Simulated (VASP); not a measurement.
Write the native input for VASP 6.6.1 that does the following.

```yaml
Task: single point
Functional: PBE
Potentials_or_basis: VASP PAW PBE potentials, release 64 (Ti_sv, B)
Cutoff: 520 eV
k_mesh: 15 × 15 × 13
Occupations: fermi-dirac, width 0.08 eV
Spin: no spin polarisation
Dipole_correction: no
Further_INCAR_settings: ALGO = Normal; EDIFF = 1e-07; NBANDS = 16
```

The structure of TiB2 lies in POSCAR:

```
TiB2
1.0
    3.0291982016     -0.0454379730     -0.0454379730
   -1.5539495397      2.6460815822     -0.0166314524
   -0.0484260000     -0.0484260000      3.2284000000
Ti B
1 2
Direct
    0.0000000000      0.0000000000      0.0000000000
    0.3333333333      0.6666666667      0.5000000000
    0.6666666667      0.3333333333      0.5000000000
```

This cell differs from its parent crystal: equal xy, yz and zx shear strains of -3 %.

These files were run (other wordings do the same):

INCAR

```
SYSTEM = TiB2
ALGO = Normal
EDIFF = 1E-7
ENCUT = 520
GGA = PE
ISIF = 2
ISMEAR = -1
LASPH = .True.
LCHARG = .True.
LELF = .True.
LREAL = .False.
LVHAR = .True.
LWAVE = .False.
NBANDS = 16
NELM = 80
PREC = Accurate
SIGMA = 0.08
```

KPOINTS

```
k-points
0
Gamma
  15 15 13
  0 0 0
```

Potentials or basis: VASP PAW PBE potentials, release 64 (Ti_sv, B).

Run with:

```console
$ cat potpaw_PBE.64/Ti_sv/POTCAR potpaw_PBE.64/B/POTCAR > POTCAR
$ mpirun -np 1 vasp_std > vasp.out
```

It gave:

```yaml
Pressure: 1.2 GPa
Largest_force: 0.091 eV/Å
Band_gap_on_the_k_mesh: zero (bands 9 and 10 overlap by 0.40 eV)
```

Caveat: the cell differs from its parent crystal (equal xy, yz and zx shear strains of -3 %).

Run time: 2.7 min on 1 thread of Intel(R) Xeon(R) 6975P-C (Granite Rapids) (shared host), peak memory 0.64 GiB.
